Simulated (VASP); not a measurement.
# AlC in VASP: further runs

The runs below take AlC through single point, with PBE.

Everything below comes from runs of VASP 6.6.1. Logs are shortened: lines on timing, memory, paths and dates and some standing lists are left out, and cuts for length are marked.

### Step 1. The cell of the first run

The typed cell holds 8 atoms: a = 5.344 Å, b = 2.886 Å, c = 5.066 Å, α = 90.00°, β = 90.00°, γ = 90.00°.

### Step 2. Single point, PBE

The input, INCAR:

```
PREC = Accurate ; ENCUT = 520
EDIFF = 1E-6 ; ISMEAR = 0
SIGMA = 0.1 ; LREAL = F
LASPH = T ; NELM = 60
ALGO = Normal ; ISIF = 2
LWAVE = F ; LCHARG = F
GGA = PE ; NBANDS = 24
```

The input, KPOINTS:

```
regular mesh
0
Gamma
  4 6 4
```

The input, POSCAR:

```
AlC
1.0
    5.3442082787      0.0000000000      0.0000000000
    0.0000000000      2.8860545222      0.0000000000
    0.0000000000      0.0000000000      5.0657407981
Al C
4 4
Direct
    1.0000278553      0.2500000000      0.2499877629
    0.4999721447      0.7500000000      0.7499877629
    0.5000278553      0.2500000000      0.2500122371
   -0.0000278553      0.7500000000      0.7500122371
    0.2500005940      0.2500000000      0.9190373299
    0.2499994060      0.7500000000      0.4190373299
    0.7500005940      0.2500000000      0.5809626701
    0.7499994060      0.7500000000      0.0809626701
```

Potentials or basis: VASP PAW PBE potentials, release 64 (Al, C).

The run is started by

```console
cat potpaw_PBE.64/Al/POTCAR potpaw_PBE.64/C/POTCAR > POTCAR
mpirun -np 1 vasp_std > vasp.out
```

OUTCAR:

```text
PREC = Accurate
   ENCUT = 520
   EDIFF = 1E-6
   ISMEAR = 0
   LREAL = F
   LASPH = T
   NELM = 60
   ISIF = 2
   GGA = PE

 ion  position               nearest neighbor table
   1  0.000  0.250  0.250-   5 2.14   7 2.14   6 2.14   6 2.14   8 2.14   8 2.14   3 2.67   3 2.67
                             4 2.91   4 2.91   4 2.92   4 2.92
   2  0.500  0.750  0.750-   6 2.14   8 2.14   5 2.14   5 2.14   7 2.14   7 2.14   4 2.67   4 2.67
                             3 2.91   3 2.91   3 2.92   3 2.92
   3  0.500  0.250  0.250-   7 2.14   5 2.14   8 2.14   8 2.14   6 2.14   6 2.14   1 2.67   1 2.67
                             2 2.91   2 2.91   2 2.92   2 2.92
   4  1.000  0.750  0.750-   8 2.14   6 2.14   7 2.14   7 2.14   5 2.14   5 2.14   2 2.67   2 2.67
                             1 2.91   1 2.91   1 2.92   1 2.92
   5  0.250  0.250  0.919-   1 2.14   3 2.14   2 2.14   2 2.14   4 2.14   4 2.14
   6  0.250  0.750  0.419-   2 2.14   4 2.14   1 2.14   1 2.14   3 2.14   3 2.14
   7  0.750  0.250  0.581-   3 2.14   1 2.14   4 2.14   4 2.14   2 2.14   2 2.14
   8  0.750  0.750  0.081-   4 2.14   2 2.14   3 2.14   3 2.14   1 2.14   1 2.14

  LATTYP: Found a simple orthorhombic cell.
 ALAT       =     2.8860545222
 B/A-ratio  =     1.7552477817
 C/A-ratio  =     1.8517350374

  Lattice vectors:

 A1 = (   0.0000000000,   2.8860545222,   0.0000000000)
 A2 = (   0.0000000000,   0.0000000000,   5.0657407981)
 A3 = (   5.3442082787,   0.0000000000,   0.0000000000)

Analysis of symmetry for initial positions (statically):
=====================================================================
 Subroutine PRICEL returns:
 Original cell was already a primitive cell.

 Routine SETGRP: Setting up the symmetry group for a
 simple orthorhombic supercell.

 Subroutine GETGRP returns: Found  8 space group operations
 (whereof  2 operations were pure point group operations)
 out of a pool of  8 trial point group operations.

The static configuration has the point symmetry S_2 .
 The point group associated with its full space group is D_2h.

Analysis of symmetry for dynamics (positions and initial velocities):
=====================================================================
 Subroutine PRICEL returns:
 Original cell was already a primitive cell.

 Routine SETGRP: Setting up the symmetry group for a
 simple orthorhombic supercell.

 Subroutine GETGRP returns: Found  8 space group operations
 (whereof  2 operations were pure point group operations)
 out of a pool of  8 trial point group operations.

The dynamic configuration has the point symmetry S_2 .
 The point group associated with its full space group is D_2h.

 Subroutine INISYM returns: Found  8 space group operations
 (whereof  2 operations are pure point group operations),
 and found     1 'primitive' translations

----------------------------------------------------------------------------------------

                                     Primitive cell

  volume of cell :      78.1323

  direct lattice vectors                    reciprocal lattice vectors
     5.344208279  0.000000000  0.000000000     0.187118456  0.000000000  0.000000000
     0.000000000  2.886054522  0.000000000     0.000000000  0.346493801  0.000000000
     0.000000000  0.000000000  5.065740798     0.000000000  0.000000000  0.197404494

  length of vectors
     5.344208279  2.886054522  5.065740798     0.187118456  0.346493801  0.197404494

  position of ions in fractional coordinates (direct lattice)
     0.000027855  0.250000000  0.249987763
     0.499972145  0.750000000  0.749987763
     0.500027855  0.250000000  0.250012237
     0.999972145  0.750000000  0.750012237
     0.250000594  0.250000000  0.919037330
     0.249999406  0.750000000  0.419037330
     0.750000594  0.250000000  0.580962670
     0.749999406  0.750000000  0.080962670

  ion indices of the primitive-cell ions
   primitive index   ion index
                 1           1
                 2           2
                 3           3
                 4           4
                 5           5
                 6           6
                 7           7
                 8           8

----------------------------------------------------------------------------------------

 KPOINTS: regular mesh

Automatic generation of k-mesh.
 Grid dimensions read from file:
 generate k-points for:    4    6    4

 Generating k-lattice:

  Cartesian coordinates                     Fractional coordinates (reciprocal lattice)
     0.046779614  0.000000000  0.000000000     0.250000000  0.000000000  0.000000000
     0.000000000  0.057748967  0.000000000     0.000000000  0.166666667  0.000000000
     0.000000000  0.000000000  0.049351124     0.000000000  0.000000000  0.250000000

  Length of vectors
     0.046779614  0.057748967  0.049351124

  Shift w.r.t. Gamma in fractional coordinates (k-lattice)
     0.000000000  0.000000000  0.000000000

 Subroutine IBZKPT returns following result:
 ===========================================

 Found     36 irreducible k-points:

 Following reciprocal coordinates:
            Coordinates               Weight
  0.000000  0.000000  0.000000      1.000000
  0.250000  0.000000  0.000000      2.000000
  0.500000  0.000000  0.000000      1.000000
  0.000000  0.166667  0.000000      2.000000
  0.250000  0.166667  0.000000      4.000000
  0.500000  0.166667  0.000000      2.000000
[... 16 lines left out ...]
  0.250000  0.500000  0.250000      4.000000
  0.500000  0.500000  0.250000      2.000000
 [... further k-points ...]
   k-points           NKPTS =     36   k-points in BZ     NKDIM =     36   number of bands    NBANDS=     24
   number of dos      NEDOS =    301   number of ions     NIONS =      8
   total plane-waves  NPLWV =  38400
   dimension x,y,z NGX =    40 NGY =   24 NGZ =   40
   dimension x,y,z NGXF=    80 NGYF=   48 NGZF=   80
   ions per type =               4   4
   NGX,Y,Z   is equivalent  to a cutoff of  12.44, 13.82, 13.13 a.u.
   NGXF,Y,Z  is equivalent  to a cutoff of  24.89, 27.65, 26.25 a.u.
 SYSTEM =  unknown system
   PREC   = accura    normal or accurate (medium, high low for compatibility)
   ISTART =      0    job   : 0-new  1-cont  2-samecut
   ICHARG =      2    charge: 1-file 2-atom 10-const
   ISPIN  =      1    spin polarized calculation?
   LNONCOLLINEAR =      F non collinear calculations
   LSORBIT =      F    spin-orbit coupling
   LASPH  =      T    aspherical Exc in radial PAW
   ENCUT  =  520.0 eV  38.22 Ry    6.18 a.u.   9.94  5.37  9.42*2*pi/ulx,y,z
   NELM   =     60;   NELMIN=  2; NELMDL= -5     # of ELM steps
   EDIFF  = 0.1E-05   stopping-criterion for ELM
   LREAL  =      F    real-space projection
   EDIFFG = 0.1E-04   stopping-criterion for IOM
   NSW    =      0    number of steps for IOM
   IBRION =     -1    ionic relax: 0-MD 1-quasi-New 2-CG
   NFREE  =      0    steps in history (QN), initial steepest desc. (CG)
   ISIF   =      2    stress and relaxation
   ISYM   =      2    0-nonsym 1-usesym 2-fastsym
   POTIM  = 0.5000    time-step for ionic-motion
   TEBEG  =    0.0;   TEEND  =   0.0 temperature during run
   PSTRESS=    0.0 pullay stress
   NELECT =      28.0000    total number of electrons
   NUPDOWN=      -1.0000    fix difference up-down
   EMIN   =  10.00;   EMAX   =-10.00  energy-range for DOS
   EFERMI =   0.00;   METHOD = LEGACY
   ISMEAR =     0;   SIGMA  =   0.10  broadening in eV -4-tet -1-fermi 0-gaus
   EFERMI_NEDOS =   21; number of points for ismear=-14 and -15
   IALGO  =     38    algorithm
   IMIX   =      4    mixing-type and parameters
     AMIX     =   0.40;   BMIX     =  1.00
     AMIX_MAG =   1.60;   BMIX_MAG =  1.00
  volume/ion in A,a.u.               =       9.77        65.91
  Fermi-wavevector in a.u.,A,eV,Ry     =   1.162833  2.197435 18.397523  1.352180
  Thomas-Fermi vector in A             =   2.299389
   LORBIT       =      0    0 simple, 1 ext, 2 COOP (PROOUT), +10 PAW based schemes
   GGA     = PE    functional components
   LHFCALC =     F    Hartree Fock is set to
   AEXX    =    0.0000 exact exchange contribution
   IVDW    =     0    specifies the selected vdW correction
   LEPSILON=     F    determine dielectric tensor
   LRPA    =     F    only Hartree local field effects (RPA)
 non-spin polarized calculation
 Gauss-broadening in eV      SIGMA  =   0.10
  energy-cutoff  :      520.00
  volume of cell :       78.13
 maximum number of plane-waves:      2128
 NGX is ok and might be reduce to    40

 number of electron      27.9999999 magnetization

 Free energy of the ion-electron system (eV)
  ---------------------------------------------------
  ext. energy  EPLUGINS =         0.00000000
  ---------------------------------------------------
  free energy    TOTEN  =       -47.38686337 eV

  energy without entropy =      -47.37520747  energy(sigma->0) =      -47.38103542

 E-fermi :   8.3610     XC(G=0): -11.5972

 val. band max:        8.3308225716   @ k =   0.0000   0.0000   0.5000
 cond. band min:       8.4230058756   @ k =   0.0000   0.3333   0.0000
 fundamental gap:      0.0921833040
 Fermi energy:         8.3610396692

 k-point     1 :       0.0000    0.0000    0.0000
  band No.  band energies     occupation
      1      -6.0870      2.00000
      2      -2.9283      2.00000
      3      -2.0757      2.00000
      4      -1.3142      2.00000
      5       0.2809      2.00000
      6       2.2006      2.00000
[... 16 lines left out ...]
     23      17.9968      0.00000
     24      18.0577      0.00000

 k-point     2 :       0.2500    0.0000    0.0000
  band No.  band energies     occupation
      1      -5.8136      2.00000
      2      -3.8110      2.00000
      3      -1.9140      2.00000
      4      -1.3233      2.00000
      5       1.6344      2.00000
      6       1.6628      2.00000
[... 16 lines left out ...]
     23      17.5616      0.00000
     24      18.7468      0.00000
[... 565 lines left out ...]
     23      16.6199      0.00000
     24      16.6199      0.00000

 k-point    24 :       0.5000    0.5000    0.2500
  band No.  band energies     occupation
      1      -1.6079      2.00000
      2      -1.6079      2.00000
      3      -1.6079      2.00000
      4      -1.6079      2.00000
      5       2.2919      2.00000
      6       2.2919      2.00000
[... 16 lines left out ...]
     23      16.7705      0.00000
     24      16.7705      0.00000

 [... further k-points ...]
[... 5 lines left out ...]
  --------------------------------------------------------------------------------------
  -------------------------------------------------------------------------------------
  Total       -0.0350618     -0.0041860     -0.0379166      0.0000000      0.0000000      0.0000000
  in kB       -0.7189754     -0.0858377     -0.7775162      0.0000000      0.0000000      0.0000000
  external PRESSURE =      -0.5274431 kB  Pullay stress =       0.0000000 kB

 VOLUME and BASIS-vectors are now :
 -----------------------------------------------------------------------------
  energy-cutoff  :      520.00
  volume of cell :       78.13
      direct lattice vectors                 reciprocal lattice vectors
     5.344208279  0.000000000  0.000000000     0.187118456  0.000000000  0.000000000
     0.000000000  2.886054522  0.000000000     0.000000000  0.346493801  0.000000000
     0.000000000  0.000000000  5.065740798     0.000000000  0.000000000  0.197404494

 POSITION                                       TOTAL-FORCE (eV/Angst)
 -----------------------------------------------------------------------------------
      0.00015      0.72151      1.26637        -0.000959      0.000000      0.000666
      2.67196      2.16454      3.79924         0.000959      0.000000      0.000666
      2.67225      0.72151      1.26650        -0.000959      0.000000     -0.000666
      5.34406      2.16454      3.79937         0.000959      0.000000     -0.000666
      1.33606      0.72151      4.65560        -0.000040      0.000000      0.006629
      1.33605      2.16454      2.12273         0.000040      0.000000      0.006629
      4.00816      0.72151      2.94301        -0.000040     -0.000000     -0.006629
      4.00815      2.16454      0.41014         0.000040      0.000000     -0.006629
 -----------------------------------------------------------------------------------
    total drift:                                0.000000     -0.000000      0.000000

  FREE ENERGIE OF THE ION-ELECTRON SYSTEM (eV)
  ---------------------------------------------------
  free  energy   TOTEN  =       -47.3868633655 eV

  energy  without entropy=      -47.3752074710  energy(sigma->0) =      -47.38103542
```

It took 45 s on 1 thread of Intel Xeon Platinum 8488C (Sapphire Rapids), shared host; peak memory 0.2 GiB.

What came out:

```
Free energy            : -47.3869 eV
Pressure               : -0.1 GPa
Largest force          : 0.007 eV/Å
Band gap on the k mesh : zero (band 14 reaches 9.92 eV, above the bottom of band 15 at 6.97 eV)
```

Forces on the atoms (eV/Å):
```
Al  -0.001  0.000  0.001
Al   0.001  0.000  0.001
Al  -0.001  0.000 -0.001
Al   0.001  0.000 -0.001
C    0.000  0.000  0.007
C    0.000  0.000  0.007
C    0.000  0.000 -0.007
C    0.000  0.000 -0.007
```

Caveat: the k points lie up to 0.36 Å⁻¹ apart.

### Step 3. Single point, PBE

This run uses another cell than the first one: it holds 4 atoms, not 8.

The input, INCAR:

```
SYSTEM = AlC
PREC     = Accurate       ! precision mode
ENCUT    = 520            ! plane-wave cutoff, eV
EDIFF    = 1E-6           ! SCF threshold, eV
ISMEAR   = 0              ! smearing method
SIGMA    = 0.1            ! smearing width, eV
LREAL    = .FALSE.        ! projectors in reciprocal space
LASPH    = .TRUE.         ! aspherical terms in the spheres
NELM     = 60             ! most SCF steps
ALGO     = Normal         ! electronic algorithm
ISIF     = 2              ! what is computed and relaxed
LWAVE    = .FALSE.        ! write WAVECAR
LCHARG   = .FALSE.        ! write CHGCAR
GGA      = PE             ! functional
NBANDS   = 15             ! bands
```

The input, KPOINTS:

```
Automatic mesh
0
G
  18 18 10
  0 0 0
```

The input, POSCAR:

```
AlC
1.0
    2.8790516932      0.0000000000      0.0000000000
   -1.4395258466      2.4933319052      0.0000000000
    0.0000000000      0.0000000000      5.4200644405
Al C
2 2
Direct
    0.0000000000      0.0000000000      0.0000000000
    0.0000000000      0.0000000000      0.5000000000
    0.6666666667      0.3333333333      0.7500000000
    0.3333333333      0.6666666667      0.2500000000
```

Potentials or basis: VASP PAW PBE potentials, release 64 (Al, C).

The run is started by

```console
cat potpaw_PBE.64/Al/POTCAR potpaw_PBE.64/C/POTCAR > POTCAR
mpirun -np 1 vasp_std > vasp.out
```

Wall time 86 s (1 thread of Intel Xeon Platinum 8488C (Sapphire Rapids), shared host); peak memory 0.23 GiB.

Results (log left out):

- Free energy: -23.7202 eV
- Pressure: -0.1 GPa
- Band gap on the k mesh: zero (band 7 reaches 10.60 eV, above the bottom of band 8 at 5.59 eV)

Stress tensor (GPa, compression positive):
```
-0.09  0.00  0.00
 0.00 -0.09  0.00
 0.00  0.00 -0.18
```

Levels at points of the mesh, in eV from the Fermi level:
```
           k point  band 3  band 4  band 5  band 6  band 7  band 8  band 9  band 10  band 11  band 12
(0.00, 0.00, 0.00)   -8.30   -0.08    1.40    1.40    2.11    2.11    5.71     8.92     9.65    12.09
(0.50, 0.00, 0.00)   -6.18   -5.32   -4.28   -2.38   -0.72    0.68    5.03     5.65     7.34     9.18
(0.00, 0.00, 0.50)   -4.47   -4.47    1.75    1.75    1.75    1.75    9.30     9.30     9.98     9.98
(0.50, 0.00, 0.50)   -6.76   -6.76   -1.72   -1.72   -0.11   -0.11    4.21     4.21     7.21     7.21
```
